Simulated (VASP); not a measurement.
# PbS (P-6m2) in VASP: single point with PBEsol

Aim: the single point of PbS with PBEsol.

Everything below comes from runs of VASP 6.6.1. Logs are shortened: lines on timing, memory, paths and dates and some standing lists are left out, and cuts for length are marked.

**1. The cell of the first run**

It takes space group P-6m2 (No. 187, hexagonal). Conventional cell: a = 4.090 Å, b = 4.090 Å, c = 3.788 Å, α = 90.00°, β = 90.00°, γ = 120.00°. Within 4.0 Å of Pb (site symmetry -6m2) lie 6 S at 3.03 Å and 2 Pb at 3.79 Å. S (site symmetry -6m2) has 6 Pb at 3.03 Å and 2 S at 3.79 Å within 4.0 Å.

**2. Single point, PBEsol**

The input, INCAR:

```
  PREC = Accurate
  ENCUT = 500
  EDIFF = 1E-6
  ISMEAR = -1
  SIGMA = 0.1
  LREAL = F
  LASPH = T
  NELM = 120
  ALGO = Normal
  ISIF = 2
  LWAVE = F
  LCHARG = F
  GGA = PS
  NBANDS = 17
  GGA_COMPAT = F
```

The input, KPOINTS:

```
regular mesh
0
Gamma
  5 5 5
```

The input, POSCAR:

```
PbS
1.0
    4.0896976900      0.0000000000      0.0000000000
   -2.0448488400      3.5417820900      0.0000000000
    0.0000000000      0.0000000000      3.7881670000
Pb S
1 1
Direct
    0.0000000000      0.0000000000      0.0000000000
    0.6666666667      0.3333333333      0.5000000000
```

Potentials or basis: VASP PAW PBE potentials, release 64 (Pb_d, S).

Launch:

```bash
> cat potpaw_PBE.64/Pb_d/POTCAR potpaw_PBE.64/S/POTCAR > POTCAR
> mpirun -np 1 vasp_std > vasp.out
```

OUTCAR:

```text
PREC = Accurate
   ENCUT = 500
   EDIFF = 1E-6
   ISMEAR = -1
   LREAL = F
   LASPH = T
   NELM = 120
   ISIF = 2
   GGA = PS

 ion  position               nearest neighbor table
   1  0.000  0.000  0.000-   2 3.03   2 3.03   2 3.03   2 3.03   2 3.03   2 3.03
   2  0.667  0.333  0.500-   1 3.03   1 3.03   1 3.03   1 3.03   1 3.03   1 3.03

  LATTYP: Found a hexagonal cell.
 ALAT       =     4.0896976900
 C/A-ratio  =     0.9262706653

  Lattice vectors:

 A1 = (   4.0896976900,   0.0000000000,   0.0000000000)
 A2 = (  -2.0448488400,   3.5417820900,   0.0000000000)
 A3 = (   0.0000000000,   0.0000000000,   3.7881670000)

Analysis of symmetry for initial positions (statically):
=====================================================================
 Subroutine PRICEL returns:
 Original cell was already a primitive cell.

 Routine SETGRP: Setting up the symmetry group for a
 hexagonal supercell.

 Subroutine GETGRP returns: Found 12 space group operations
 (whereof 12 operations were pure point group operations)
 out of a pool of 24 trial point group operations.

The static configuration has the point symmetry D_3h.

Analysis of symmetry for dynamics (positions and initial velocities):
=====================================================================
 Subroutine PRICEL returns:
 Original cell was already a primitive cell.

 Routine SETGRP: Setting up the symmetry group for a
 hexagonal supercell.

 Subroutine GETGRP returns: Found 12 space group operations
 (whereof 12 operations were pure point group operations)
 out of a pool of 24 trial point group operations.

The dynamic configuration has the point symmetry D_3h.

 Subroutine INISYM returns: Found 12 space group operations
 (whereof 12 operations are pure point group operations),
 and found     1 'primitive' translations

----------------------------------------------------------------------------------------

                                     Primitive cell

  volume of cell :      54.8709

  direct lattice vectors                    reciprocal lattice vectors
     4.089697690  0.000000000  0.000000000     0.244516851  0.141171869  0.000000000
    -2.044848840  3.541782090  0.000000000     0.000000000  0.282343740  0.000000000
     0.000000000  0.000000000  3.788167000     0.000000000  0.000000000  0.263979914

  length of vectors
     4.089697690  4.089697685  3.788167000     0.282343739  0.282343740  0.263979914

  position of ions in fractional coordinates (direct lattice)
     0.000000000  0.000000000  0.000000000
     0.666666667  0.333333333  0.500000000

  ion indices of the primitive-cell ions
   primitive index   ion index
                 1           1
                 2           2

----------------------------------------------------------------------------------------

 KPOINTS: regular mesh

Automatic generation of k-mesh.
 Grid dimensions read from file:
 generate k-points for:    5    5    5

 Generating k-lattice:

  Cartesian coordinates                     Fractional coordinates (reciprocal lattice)
     0.048903370  0.028234374  0.000000000     0.200000000 -0.000000000  0.000000000
     0.000000000  0.056468748  0.000000000     0.000000000  0.200000000  0.000000000
     0.000000000  0.000000000  0.052795983     0.000000000  0.000000000  0.200000000

  Length of vectors
     0.056468748  0.056468748  0.052795983

  Shift w.r.t. Gamma in fractional coordinates (k-lattice)
     0.000000000  0.000000000  0.000000000

 Subroutine IBZKPT returns following result:
 ===========================================

 Found     15 irreducible k-points:

 Following reciprocal coordinates:
            Coordinates               Weight
  0.000000  0.000000  0.000000      1.000000
  0.200000  0.000000  0.000000      6.000000
  0.400000  0.000000  0.000000      6.000000
  0.200000  0.200000  0.000000      6.000000
  0.400000  0.200000  0.000000      6.000000
  0.000000  0.000000  0.200000      2.000000
  0.200000  0.000000  0.200000     12.000000
  0.400000  0.000000  0.200000     12.000000
  0.200000  0.200000  0.200000     12.000000
  0.400000  0.200000  0.200000     12.000000
  0.000000  0.000000  0.400000      2.000000
  0.200000  0.000000  0.400000     12.000000
  0.400000  0.000000  0.400000     12.000000
  0.200000  0.200000  0.400000     12.000000
  0.400000  0.200000  0.400000     12.000000
   k-points           NKPTS =     15   k-points in BZ     NKDIM =     15   number of bands    NBANDS=     17
   number of dos      NEDOS =    301   number of ions     NIONS =      2
   total plane-waves  NPLWV =  25200
   dimension x,y,z NGX =    30 NGY =   30 NGZ =   28
   dimension x,y,z NGXF=    60 NGYF=   60 NGZF=   56
   ions per type =               1   1
   NGX,Y,Z   is equivalent  to a cutoff of  12.19, 12.19, 12.29 a.u.
   NGXF,Y,Z  is equivalent  to a cutoff of  24.39, 24.39, 24.58 a.u.
 SYSTEM =  unknown system
   PREC   = accura    normal or accurate (medium, high low for compatibility)
   ISTART =      0    job   : 0-new  1-cont  2-samecut
   ICHARG =      2    charge: 1-file 2-atom 10-const
   ISPIN  =      1    spin polarized calculation?
   LNONCOLLINEAR =      F non collinear calculations
   LSORBIT =      F    spin-orbit coupling
   LASPH  =      T    aspherical Exc in radial PAW
   ENCUT  =  500.0 eV  36.75 Ry    6.06 a.u.   7.46  7.46  6.91*2*pi/ulx,y,z
   NELM   =    120;   NELMIN=  2; NELMDL= -5     # of ELM steps
   EDIFF  = 0.1E-05   stopping-criterion for ELM
   LREAL  =      F    real-space projection
   EDIFFG = 0.1E-04   stopping-criterion for IOM
   NSW    =      0    number of steps for IOM
   IBRION =     -1    ionic relax: 0-MD 1-quasi-New 2-CG
   NFREE  =      0    steps in history (QN), initial steepest desc. (CG)
   ISIF   =      2    stress and relaxation
   ISYM   =      2    0-nonsym 1-usesym 2-fastsym
   POTIM  = 0.5000    time-step for ionic-motion
   TEBEG  =    0.0;   TEEND  =   0.0 temperature during run
   PSTRESS=    0.0 pullay stress
   NELECT =      20.0000    total number of electrons
   NUPDOWN=      -1.0000    fix difference up-down
   EMIN   =  10.00;   EMAX   =-10.00  energy-range for DOS
   EFERMI =   0.00;   METHOD = LEGACY
   ISMEAR =    -1;   SIGMA  =   0.10  broadening in eV -4-tet -1-fermi 0-gaus
   EFERMI_NEDOS =   21; number of points for ismear=-14 and -15
   IALGO  =     38    algorithm
   IMIX   =      4    mixing-type and parameters
     AMIX     =   0.40;   BMIX     =  1.00
     AMIX_MAG =   1.60;   BMIX_MAG =  1.00
  volume/ion in A,a.u.               =      27.44       185.14
  Fermi-wavevector in a.u.,A,eV,Ry     =   1.169421  2.209885 18.606576  1.367545
  Thomas-Fermi vector in A             =   2.305894
   LORBIT       =      0    0 simple, 1 ext, 2 COOP (PROOUT), +10 PAW based schemes
   GGA     = PS    functional components
   LHFCALC =     F    Hartree Fock is set to
   AEXX    =    0.0000 exact exchange contribution
   IVDW    =     0    specifies the selected vdW correction
   LEPSILON=     F    determine dielectric tensor
   LRPA    =     F    only Hartree local field effects (RPA)
 non-spin polarized calculation
  energy-cutoff  :      500.00
  volume of cell :       54.87
 maximum number of plane-waves:      1407
 NGX is ok and might be reduce to    30
   NGX = 15   NGY = 15   NGZ = 13

 number of electron      19.9999998 magnetization

 Free energy of the ion-electron system (eV)
  ---------------------------------------------------
  ext. energy  EPLUGINS =         0.00000000
  ---------------------------------------------------
  free energy    TOTEN  =        -9.18799581 eV

  energy without entropy =       -9.18599659  energy(sigma->0) =       -9.18699620

 E-fermi :   5.0946     XC(G=0):  -9.6370

 val. band max:        4.6545120074   @ k =   0.4000   0.2000   0.0000
 cond. band min:       5.5676220702   @ k =   0.4000   0.2000   0.4000
 fundamental gap:      0.9131100627
 Fermi energy:         5.0945667860

 k-point     1 :       0.0000    0.0000    0.0000
  band No.  band energies     occupation
      1     -11.7556      2.00000
      2     -11.7356      2.00000
      3     -11.7356      2.00000
      4     -11.6337      2.00000
      5     -11.6337      2.00000
      6      -8.1045      2.00000
[... 9 lines left out ...]
     16      16.0424      0.00000
     17      16.0444      0.00000

 k-point     2 :       0.2000    0.0000    0.0000
  band No.  band energies     occupation
      1     -11.7524      2.00000
      2     -11.7377      2.00000
      3     -11.7134      2.00000
      4     -11.6452      2.00000
      5     -11.6362      2.00000
      6      -7.8000      2.00000
[... 9 lines left out ...]
     16      15.1851      0.00000
     17      15.5862      0.00000

 k-point     3 :       0.4000    0.0000    0.0000
  band No.  band energies     occupation
      1     -11.7694      2.00000
      2     -11.7192      2.00000
      3     -11.6770      2.00000
      4     -11.6636      2.00000
      5     -11.6402      2.00000
      6      -7.1433      2.00000
[... 9 lines left out ...]
     16      16.0688      0.00000
     17      16.1679      0.00000

 k-point     4 :       0.2000    0.2000    0.0000
  band No.  band energies     occupation
      1     -11.7480      2.00000
      2     -11.7343      2.00000
      3     -11.6907      2.00000
      4     -11.6574      2.00000
      5     -11.6422      2.00000
      6      -7.2993      2.00000
[... 9 lines left out ...]
     16      14.9708      0.00000
     17      16.0561      0.00000
[... 163 lines left out ...]
      1     -11.7578      2.00000
      2     -11.7389      2.00000
      3     -11.6868      2.00000
      4     -11.6723      2.00000
      5     -11.6068      2.00000
      6      -6.4936      2.00000
[... 9 lines left out ...]
     16      16.2260      0.00000
     17      18.2422      0.00000

 k-point    14 :       0.2000    0.2000    0.4000
  band No.  band energies     occupation
      1     -11.7435      2.00000
      2     -11.7251      2.00000
      3     -11.6920      2.00000
      4     -11.6891      2.00000
      5     -11.6123      2.00000
      6      -6.5817      2.00000
[... 9 lines left out ...]
     16      15.5153      0.00000
     17      16.9754      0.00000

 k-point    15 :       0.4000    0.2000    0.4000
  band No.  band energies     occupation
      1     -11.7592      2.00000
      2     -11.7226      2.00000
      3     -11.6990      2.00000
      4     -11.6800      2.00000
      5     -11.6031      2.00000
      6      -6.3547      2.00000
[... 9 lines left out ...]
     16      16.4493      0.00000
     17      17.7129      0.00000

------------------------ aborting loop because EDIFF is reached ----------------------------------------

  FORCE on cell =-STRESS in cart. coord.  units (eV):
  Direction    XX          YY          ZZ          XY          YZ          ZX
  --------------------------------------------------------------------------------------
  -------------------------------------------------------------------------------------
  Total       -0.9326568     -0.9326568     -1.0140025     -0.0000000      0.0000000     -0.0000000
  in kB      -27.2326740    -27.2326739    -29.6078906     -0.0000000      0.0000000     -0.0000000
  external PRESSURE =     -28.0244128 kB  Pullay stress =       0.0000000 kB

 VOLUME and BASIS-vectors are now :
 -----------------------------------------------------------------------------
  energy-cutoff  :      500.00
  volume of cell :       54.87
      direct lattice vectors                 reciprocal lattice vectors
     4.089697690  0.000000000  0.000000000     0.244516851  0.141171869  0.000000000
    -2.044848840  3.541782090  0.000000000     0.000000000  0.282343740  0.000000000
     0.000000000  0.000000000  3.788167000     0.000000000  0.000000000  0.263979914

 POSITION                                       TOTAL-FORCE (eV/Angst)
 -----------------------------------------------------------------------------------
      0.00000      0.00000      0.00000        -0.000000      0.000000      0.000000
      2.04485      1.18059      1.89408         0.000000      0.000000      0.000000
 -----------------------------------------------------------------------------------
    total drift:                               -0.000000      0.000000      0.000000

  FREE ENERGIE OF THE ION-ELECTRON SYSTEM (eV)
  ---------------------------------------------------
  free  energy   TOTEN  =        -9.1879958083 eV

  energy  without entropy=       -9.1859965898  energy(sigma->0) =       -9.18699620
```

Wall time 9.2 s (1 thread of AMD EPYC 7R13 (Zen 3), shared host); peak memory 0.14 GiB.

What came out:

```yaml
Free_energy: -9.1880 eV
Pressure: -2.8 GPa
Band_gap_on_the_k_mesh: 0.91 eV, indirect (least direct gap 2.09 eV)
```

Stress tensor (GPa, compression positive):
```
-2.72  0.00  0.00
 0.00 -2.72  0.00
 0.00  0.00 -2.96
```

Caveat: the PAW data sets were made with another functional, which shifts forces and pressure a little; spin-orbit coupling is left out, which moves the levels of the heavy elements.
